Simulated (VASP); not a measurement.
Write the native input for VASP 6.6.1 that does the following.

* Task: single point
* Functional: PBEsol
* Potentials or basis: VASP PAW PBE potentials, release 64 (Hf_pv, O)
* Cutoff: 520 eV
* k mesh: 4 × 4 × 6
* Occupations: gaussian, width 0.01 eV
* Spin: no spin polarisation
* Dipole correction: no
* Further INCAR settings: ALGO = Normal; EDIFF = 1e-06; NBANDS = 31

The structure of HfO2 lies in POSCAR:

```
HfO2
1.0
    4.9309822774      0.0000000000      0.0000000000
    0.0000000000      4.9309822774      0.0000000000
    0.0000000000      0.0000000000      3.2836265082
Hf O
2 4
Direct
    0.0000000000      0.0000000000      0.0000000000
    0.5000000000      0.5000000000      0.5000000000
    0.1949550000      0.8050450000      0.5000000000
    0.3050450000      0.3050450000      0.0000000000
    0.6949550000      0.6949550000      0.0000000000
    0.8050450000      0.1949550000      0.5000000000
```

The input as run:

INCAR

```
PREC = Accurate
ENCUT = 520
EDIFF = 1E-6
ISMEAR = 0
SIGMA = 0.01
LREAL = F
LASPH = T
NELM = 80
ALGO = Normal
ISIF = 2
LWAVE = F
LCHARG = F
GGA = PS
NBANDS = 31
```

KPOINTS

```
regular mesh
0
Gamma
  4 4 6
```

Potentials or basis: VASP PAW PBE potentials, release 64 (Hf_pv, O).

The run is started by

```console
$ cat potpaw_PBE.64/Hf_pv/POTCAR potpaw_PBE.64/O/POTCAR > POTCAR
$ mpirun -np 1 vasp_std > vasp.out
```

It gave:

```yaml
Pressure: -15.3 GPa
Largest_force: 0.243 eV/Å
Band_gap_on_the_k_mesh: 3.60 eV, direct
```

Caveat: the PAW data sets were made with another functional, which shifts forces and pressure a little; spin-orbit coupling is left out, which moves the levels of the heavy elements.

It took 45 s on 1 thread of Intel(R) Xeon(R) Platinum 8559C (Emerald Rapids), on a shared host, peak memory 0.2 GiB.
